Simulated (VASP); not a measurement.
Set up this calculation in VASP 6.6.1, as the native input.

- Task: single point
- Functional: PBE
- Potentials or basis: VASP PAW PBE potentials, release 64 (In_d)
- Cutoff: 520 eV
- k mesh: 40 × 40 × 40
- Occupations: fermi-dirac, width 0.0612256 eV
- Spin: no spin polarisation
- Dipole correction: no
- Further INCAR settings: ALGO = Normal; EDIFF = 1e-06; NBANDS = 12

The structure of In lies in POSCAR:

```
In
1.0
   -1.9202311598      1.9202311598      1.9202311598
    1.9202311598     -1.9202311598      1.9202311598
    1.9202311598      1.9202311598     -1.9202311598
In
1
Direct
    0.0000000000      0.0000000000      0.0000000000
```

This isn't the form of In at room conditions, which is tetragonal.

These files were run (other wordings do the same):

INCAR

```
SYSTEM = In
ALGO     = Normal         ! electronic algorithm
EDIFF    = 1E-6           ! SCF threshold, eV
ENCUT    = 520            ! plane-wave cutoff, eV
GGA      = PE             ! functional
ISIF     = 2              ! what is computed and relaxed
ISMEAR   = -1             ! smearing method
LASPH    = .True.         ! aspherical terms in the spheres
LCHARG   = .False.        ! write CHGCAR
LREAL    = .False.        ! projectors in reciprocal space
LWAVE    = .False.        ! write WAVECAR
NBANDS   = 12             ! bands
NELM     = 80             ! most SCF steps
PREC     = Accurate       ! precision mode
SIGMA    = 0.06122561905347299 ! smearing width, eV
```

KPOINTS

```
k-points
0
Gamma
  40 40 40
  0 0 0
```

Potentials or basis: VASP PAW PBE potentials, release 64 (In_d).

The run is started by

```console
$ cat potpaw_PBE.64/In_d/POTCAR > POTCAR
$ mpirun -np 1 vasp_std > vasp.out
```

Results of the run:

| Quantity | Value |
| --- | --- |
| Pressure | -0.7 GPa |
| Band gap on the k mesh | zero (an odd number of electrons rules out a gap without spin polarisation) |

Caveat: spin-orbit coupling is left out, which moves the levels of the heavy elements.

It took 6.5 min on 1 thread of Intel(R) Xeon(R) Platinum 8559C (Emerald Rapids), on a shared host, peak memory 0.61 GiB.
